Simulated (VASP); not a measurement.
# BeS (F-43m) in VASP: G0W0 quasiparticle levels with PBE

Aim: the G0W0 quasiparticle levels of BeS with PBE.

All numbers are computed with VASP 6.6.1; they aren't measurements. Logs are shortened: lines on timing, memory, paths and dates and some standing lists are left out, and cuts for length are marked.

## Step 1: The cell of the first run

The structure is cubic, space group F-43m (No. 216). The conventional cell has a = 4.869 Å, b = 4.869 Å, c = 4.869 Å, α = 90.00°, β = 90.00°, γ = 90.00°. Be (site symmetry -43m) has 4 S at 2.11 Å within 2.8 Å. S (site symmetry -43m) has 4 Be at 2.11 Å within 2.8 Å.

## Step 2: G0W0 quasiparticle levels, PBE

Input file POSCAR:

```
BeS
1.0
    0.0000000000      2.4343062304      2.4343062304
    2.4343062304      0.0000000000      2.4343062304
    2.4343062304      2.4343062304      0.0000000000
Be S
1 1
Direct
    0.0000000000      0.0000000000      0.0000000000
    0.2500000000      0.2500000000      0.2500000000
```

Input file INCAR.step1:

```
PREC     = Accurate       # precision mode
ENCUT    = 500            # plane-wave cutoff, eV
EDIFF    = 1E-8           # SCF threshold, eV
ISMEAR   = 0              # smearing method
SIGMA    = 0.01           # smearing width, eV
LREAL    = F              # projectors in reciprocal space
LASPH    = T              # aspherical terms in the spheres
NELM     = 60             # most SCF steps
ALGO     = Normal         # electronic algorithm
LWAVE    = T              # write WAVECAR
LCHARG   = F              # write CHGCAR
GGA      = PE             # functional
```

Input file INCAR.step2:

```
PREC     = Accurate       # precision mode
ENCUT    = 500            # plane-wave cutoff, eV
EDIFF    = 1E-8           # SCF threshold, eV
ISMEAR   = 0              # smearing method
SIGMA    = 0.01           # smearing width, eV
LREAL    = F              # projectors in reciprocal space
LASPH    = T              # aspherical terms in the spheres
NELM     = 1              # most SCF steps
ALGO     = Exact          # electronic algorithm
LWAVE    = T              # write WAVECAR
LCHARG   = F              # write CHGCAR
GGA      = PE             # functional
NBANDS   = 124            # bands
LOPTICS  = T              # frequency-dependent dielectric function
ISTART   = 1
```

Input file INCAR.step3:

```
PREC     = Accurate       # precision mode
ENCUT    = 500            # plane-wave cutoff, eV
EDIFF    = 1E-8           # SCF threshold, eV
ISMEAR   = 0              # smearing method
SIGMA    = 0.01           # smearing width, eV
LREAL    = F              # projectors in reciprocal space
LASPH    = T              # aspherical terms in the spheres
ALGO     = EVGW0          # electronic algorithm
LWAVE    = F              # write WAVECAR
LCHARG   = F              # write CHGCAR
GGA      = PE             # functional
NELMGW   = 1            
NBANDS   = 124            # bands
ENCUTGW  = 150.0          # cutoff of the response function
NOMEGA   = 96             # frequency points
PRECFOCK = Fast         
ISTART   = 1            
NBANDSGW = 12           
OMEGAMAX = 20
```

Input file KPOINTS:

```
regular mesh
0
Gamma
  6 6 6
```

Potentials or basis: VASP PAW PBE potentials, release 64 (Be_GW, S_GW).

On the command line:

```sh
$ cat potpaw_PBE.64/Be_GW/POTCAR potpaw_PBE.64/S_GW/POTCAR > POTCAR
$ cp INCAR.step1 INCAR
$ mpirun -np 1 vasp_std > vasp.out
$ cp INCAR.step2 INCAR
$ mpirun -np 1 vasp_std > vasp.out
$ cp INCAR.step3 INCAR
$ mpirun -np 1 vasp_std > vasp.out
```

OUTCAR:

```text
PREC = Accurate
   ENCUT = 500
   EDIFF = 1E-8
   ISMEAR = 0
   LREAL = F
   LASPH = T
   GGA = PE
   NELMGW = 1
   ENCUTGW = 150.0
   PRECFOCK = Fast
   ISTART = 1

 ion  position               nearest neighbor table
   1  0.000  0.000  0.000-   2 2.11   2 2.11   2 2.11   2 2.11
   2  0.250  0.250  0.250-   1 2.11   1 2.11   1 2.11   1 2.11

  LATTYP: Found a face centered cubic cell.
 ALAT       =     4.8686124608

  Lattice vectors:

 A1 = (   0.0000000000,   2.4343062304,   2.4343062304)
 A2 = (   2.4343062304,   0.0000000000,   2.4343062304)
 A3 = (   2.4343062304,   2.4343062304,   0.0000000000)

Analysis of symmetry for initial positions (statically):
=====================================================================
 Subroutine PRICEL returns:
 Original cell was already a primitive cell.

 Routine SETGRP: Setting up the symmetry group for a
 face centered cubic supercell.

 Subroutine GETGRP returns: Found 24 space group operations
 (whereof 24 operations were pure point group operations)
 out of a pool of 48 trial point group operations.

The static configuration has the point symmetry T_d .

Analysis of symmetry for dynamics (positions and initial velocities):
=====================================================================
 Subroutine PRICEL returns:
 Original cell was already a primitive cell.

 Routine SETGRP: Setting up the symmetry group for a
 face centered cubic supercell.

 Subroutine GETGRP returns: Found 24 space group operations
 (whereof 24 operations were pure point group operations)
 out of a pool of 48 trial point group operations.

The dynamic configuration has the point symmetry T_d .

 Subroutine INISYM returns: Found 24 space group operations
 (whereof 24 operations are pure point group operations),
 and found     1 'primitive' translations

----------------------------------------------------------------------------------------

                                     Primitive cell

  volume of cell :      28.8507

  direct lattice vectors                    reciprocal lattice vectors
     0.000000000  2.434306230  2.434306230    -0.205397330  0.205397330  0.205397330
     2.434306230  0.000000000  2.434306230     0.205397330 -0.205397330  0.205397330
     2.434306230  2.434306230  0.000000000     0.205397330  0.205397330 -0.205397330

  length of vectors
     3.442628886  3.442628886  3.442628886     0.355758611  0.355758611  0.355758611

  position of ions in fractional coordinates (direct lattice)
     0.000000000  0.000000000  0.000000000
     0.250000000  0.250000000  0.250000000

  ion indices of the primitive-cell ions
   primitive index   ion index
                 1           1
                 2           2

----------------------------------------------------------------------------------------

 KPOINTS: regular mesh

Automatic generation of k-mesh.
 Grid dimensions read from file:
 generate k-points for:    6    6    6

 Generating k-lattice:

  Cartesian coordinates                     Fractional coordinates (reciprocal lattice)
    -0.034232888  0.034232888  0.034232888     0.166666667  0.000000000  0.000000000
     0.034232888 -0.034232888  0.034232888     0.000000000  0.166666667  0.000000000
     0.034232888  0.034232888 -0.034232888     0.000000000  0.000000000  0.166666667

  Length of vectors
     0.059293102  0.059293102  0.059293102

  Shift w.r.t. Gamma in fractional coordinates (k-lattice)
     0.000000000  0.000000000  0.000000000

 Subroutine IBZKPT returns following result:
 ===========================================

 Found     16 irreducible k-points:

 Following reciprocal coordinates:
            Coordinates               Weight
  0.000000  0.000000  0.000000      1.000000
  0.166667  0.000000  0.000000      8.000000
  0.333333  0.000000  0.000000      8.000000
  0.500000  0.000000  0.000000      4.000000
  0.166667  0.166667  0.000000      6.000000
  0.333333  0.166667  0.000000     24.000000
[... 8 lines left out ...]
 -0.333333  0.333333  0.166667     24.000000
 -0.333333  0.500000  0.166667     12.000000
   k-points           NKPTS =     16   k-points in BZ     NKDIM =    216   number of bands    NBANDS=    124
   number of dos      NEDOS =    301   number of ions     NIONS =      2
   total plane-waves  NPLWV =  21952
   dimension x,y,z NGX =    28 NGY =   28 NGZ =   28
   dimension x,y,z NGXF=    56 NGYF=   56 NGZF=   56
   ions per type =               1   1
   NGX,Y,Z   is equivalent  to a cutoff of  13.52, 13.52, 13.52 a.u.
   NGXF,Y,Z  is equivalent  to a cutoff of  27.04, 27.04, 27.04 a.u.
 SYSTEM =  unknown system
   PREC   = accura    normal or accurate (medium, high low for compatibility)
   ISTART =      1    job   : 0-new  1-cont  2-samecut
   ICHARG =      0    charge: 1-file 2-atom 10-const
   ISPIN  =      1    spin polarized calculation?
   LNONCOLLINEAR =      F non collinear calculations
   LSORBIT =      F    spin-orbit coupling
   LASPH  =      T    aspherical Exc in radial PAW
   ENCUT  =  500.0 eV  36.75 Ry    6.06 a.u.   6.28  6.28  6.28*2*pi/ulx,y,z
   NELM   =     60;   NELMIN=  2; NELMDL=  0     # of ELM steps
   EDIFF  = 0.1E-07   stopping-criterion for ELM
   LREAL  =      F    real-space projection
   EDIFFG = 0.1E-06   stopping-criterion for IOM
   NSW    =      0    number of steps for IOM
   IBRION =     -1    ionic relax: 0-MD 1-quasi-New 2-CG
   NFREE  =      0    steps in history (QN), initial steepest desc. (CG)
   ISIF   =      0    stress and relaxation
   ISYM   =      3    0-nonsym 1-usesym 2-fastsym
   POTIM  = 0.5000    time-step for ionic-motion
   TEBEG  =    0.0;   TEEND  =   0.0 temperature during run
   PSTRESS=    0.0 pullay stress
   NELECT =       8.0000    total number of electrons
   NUPDOWN=      -1.0000    fix difference up-down
   EMIN   =  10.00;   EMAX   =-10.00  energy-range for DOS
   EFERMI =   0.00;   METHOD = LEGACY
   ISMEAR =     0;   SIGMA  =   0.01  broadening in eV -4-tet -1-fermi 0-gaus
   EFERMI_NEDOS =   21; number of points for ismear=-14 and -15
   IALGO  =     38    algorithm
   IMIX   =      4    mixing-type and parameters
     AMIX     =   0.40;   BMIX     =  1.00
     AMIX_MAG =   1.60;   BMIX_MAG =  1.00
  volume/ion in A,a.u.               =      14.43        97.35
  Fermi-wavevector in a.u.,A,eV,Ry     =   1.067545  2.017368 15.505918  1.139653
  Thomas-Fermi vector in A             =   2.203165
   LORBIT       =      0    0 simple, 1 ext, 2 COOP (PROOUT), +10 PAW based schemes
   GGA     = PE    functional components
   LHFCALC =     T    Hartree Fock is set to
   PRECFOCK=fast      Normal, Fast or Accurate (Low or Medium for compatibility)
   ENCUT4O =  -1.0   cutoff for four orbital integrals eV
   NKREDX  =     1    reduce k-point grid by
   NKREDY  =     1    reduce k-point grid by
   NKREDZ  =     1    reduce k-point grid by
   AEXX    =    1.0000 exact exchange contribution
   HFSCREEN=    0.0000 screening length (either q_TF or 0.3 A-1)
   HFSCREENC=   0.0000 screening length for correlation (either q_TF or 0.3 A-1)
   ENCUTFOCK=  -1.0 apply spherical cutoff to Coloumb kernel
   IVDW    =     0    specifies the selected vdW correction
   LEPSILON=     F    determine dielectric tensor
   LRPA    =     F    only Hartree local field effects (RPA)
   LRPAFORCE           =     F    calculate RPA forces
   ENCUTGW             = 150.0    cutoff for response function in eV
   ENCUTGWSOFT         = 120.0    soft cutoff for Coulomb kernel in GW response function in eV
   ENCUTLF             =  -1.0    cutoff for local field effects
   NELMGW              =     1    number of iterations in solving QP/BSE equation
   NELMHF              =     1    number of iterations in the inner HF iteration
   NKREDLFX            =     1    NKREDLFY  =   1   NKREDLFZ  =   1
 non-spin polarized calculation
 Gauss-broadening in eV      SIGMA  =   0.01
  energy-cutoff  :      500.00
  volume of cell :       28.85
 maximum number of plane-waves:       754
 NGX is ok and might be reduce to    28
  NGX = 16; NGY = 16; NGZ = 16
   NGX = 13   NGY = 13   NGZ = 13
 maximum number of plane-waves:       129

 QP shifts <psi_nk| G(iteration)W_0 |psi_nk>: iteration 1
 for sc-GW calculations column KS-energies equals QP-energies in previous step
 and V_xc(KS)=  KS-energies - (<T + V_ion + V_H > + <T+V_H+V_ion>^1  + <V_x>^1)

 k-point   1 :       0.0000    0.0000    0.0000
  band No.  KS-energies  QP-energies   sigma(KS)   V_xc(KS)     V^pw_x(r,r')   Z            occupation Imag(sigma)

      1      -9.9430     -10.8824     -14.1036     -12.7998     -21.3238       0.7205       2.0000       1.4428
      2       3.6778       2.6946     -14.9469     -13.7009     -16.4466       0.7891       2.0000       0.0270
      3       3.6778       2.6946     -14.9469     -13.7009     -16.4466       0.7891       2.0000       0.0270
      4       3.6778       2.6946     -14.9469     -13.7009     -16.4466       0.7891       2.0000       0.0270
      5       9.3305      10.0582      -9.6127     -10.5231      -5.2873       0.7994       0.0000      -0.0563
      6       9.3305      10.0582      -9.6127     -10.5231      -5.2873       0.7994       0.0000      -0.0563
      7       9.3305      10.0582      -9.6127     -10.5231      -5.2873       0.7994       0.0000      -0.0563
      8       9.4633       9.9231      -9.8485     -10.4243      -5.3591       0.7986       0.0000      -0.0597
      9      16.3018      17.0795     -10.4226     -11.4373      -4.9615       0.7664       0.0000      -0.1671
     10      16.3018      17.0795     -10.4226     -11.4373      -4.9615       0.7664       0.0000      -0.1671
     11      18.4759      18.4641      -8.5548      -8.5390      -2.3399       0.7516       0.0000      -0.3966
     12      20.1641      20.2794      -8.5390      -8.6875      -2.2634       0.7765       0.0000      -0.5239

 k-point   2 :       0.1667    0.0000    0.0000
  band No.  KS-energies  QP-energies   sigma(KS)   V_xc(KS)     V^pw_x(r,r')   Z            occupation Imag(sigma)

      1      -9.6373     -10.5546     -14.1777     -12.9093     -21.3124       0.7232       2.0000       1.3786
      2       1.8083       0.7161     -14.0893     -12.6791     -16.0488       0.7745       2.0000       0.0370
      3       3.3571       2.3588     -14.7570     -13.4898     -16.3243       0.7878       2.0000       0.0276
      4       3.3571       2.3588     -14.7570     -13.4898     -16.3243       0.7878       2.0000       0.0276
      5       9.2244       9.8094      -9.6680     -10.3983      -5.3489       0.8011       0.0000      -0.0565
      6       9.8862      10.6264      -9.7685     -10.7006      -5.3011       0.7941       0.0000      -0.0600
      7       9.8862      10.6264      -9.7685     -10.7006      -5.3011       0.7941       0.0000      -0.0600
      8      11.4498      12.0739     -10.5254     -11.3245      -5.6834       0.7809       0.0000      -0.0736
      9      15.4402      16.0926      -9.8842     -10.7301      -4.5861       0.7713       0.0000      -0.1460
     10      15.4402      16.0926      -9.8842     -10.7301      -4.5861       0.7713       0.0000      -0.1460
     11      18.1960      18.2517      -8.1823      -8.2554      -2.1539       0.7621       0.0000      -0.3720
     12      20.4270      20.5244      -8.7236      -8.8484      -2.3577       0.7809       0.0000      -0.6344
[... 196 lines left out ...]
      1      -7.9435      -8.6957     -14.8632     -13.8201     -21.5359       0.7211       2.0000       1.0244
      2      -1.1275      -2.3909     -13.2308     -11.5284     -16.2587       0.7421       2.0000       0.0782
      3       0.2782      -0.9268     -13.6759     -12.0919     -16.1934       0.7607       2.0000       0.0545
      4       1.3278       0.2120     -13.7834     -12.3389     -15.8772       0.7724       2.0000       0.0401
      5       9.8424      10.3268      -9.6233     -10.2280      -5.3230       0.8011       0.0000      -0.0598
      6      10.6635      11.2893      -9.6676     -10.4572      -5.0086       0.7925       0.0000      -0.0671
      7      13.0379      13.7847     -10.6739     -11.6538      -5.3618       0.7621       0.0000      -0.0986
      8      13.8722      14.4912      -9.5818     -10.3917      -4.1864       0.7642       0.0000      -0.1132
      9      14.7980      15.4878     -10.2916     -11.2054      -4.7065       0.7549       0.0000      -0.1416
     10      18.8967      19.6629     -10.8153     -11.8428      -4.2696       0.7457       0.0000      -0.4248
     11      19.8497      20.3885     -10.3316     -11.0429      -3.7813       0.7575       0.0000      -0.5272
     12      22.1536      22.4813      -8.9854      -9.4090      -2.5654       0.7737       0.0000      -0.6751

 k-point  16 :      -0.3333    0.5000    0.1667
  band No.  KS-energies  QP-energies   sigma(KS)   V_xc(KS)     V^pw_x(r,r')   Z            occupation Imag(sigma)

      1      -7.7927      -8.5326     -14.9285     -13.9095     -21.5603       0.7261       2.0000       0.9939
      2      -0.8714      -2.1553     -13.5348     -11.8066     -16.5502       0.7429       2.0000       0.0744
      3       0.3067      -0.8885     -13.6347     -12.0648     -16.1133       0.7613       2.0000       0.0532
      4       0.5350      -0.6118     -13.3665     -11.8710     -15.6642       0.7669       2.0000       0.0483
      5       8.8194       9.2414      -9.4597      -9.9830      -5.3181       0.8065       0.0000      -0.0558
      6      10.3141      10.8980      -9.6710     -10.4029      -5.2079       0.7978       0.0000      -0.0623
      7      13.6230      14.2845      -9.8954     -10.7652      -4.4008       0.7605       0.0000      -0.1157
      8      14.0464      14.8126     -10.4892     -11.5035      -4.9587       0.7554       0.0000      -0.1161
      9      17.8920      18.7198     -10.7599     -11.8662      -4.4992       0.7483       0.0000      -0.3206
     10      18.0340      18.5811     -10.7506     -11.4925      -4.2236       0.7375       0.0000      -0.3789
     11      20.3550      21.1658     -10.6869     -11.7612      -4.0133       0.7547       0.0000      -0.5229
     12      21.8734      22.3078     -10.2927     -10.8458      -3.6642       0.7854       0.0000      -0.7806
```

Run time: 4 min. Hardware: 1 thread of Intel Xeon 6975P-C (Granite Rapids), shared host; peak memory 0.6 GiB.

Results:

```
Quasiparticle gap                                   : 4.45 eV
Least direct quasiparticle gap                      : 7.22 eV
Band gap of the starting levels on the mesh         : 3.13 eV
Least direct gap of the starting levels on the mesh : 5.65 eV
```

Caveat: the k points lie up to 0.37 Å⁻¹ apart; bands, screening cutoff and mesh are small and nothing is extrapolated, so the quasiparticle values aren't converged.
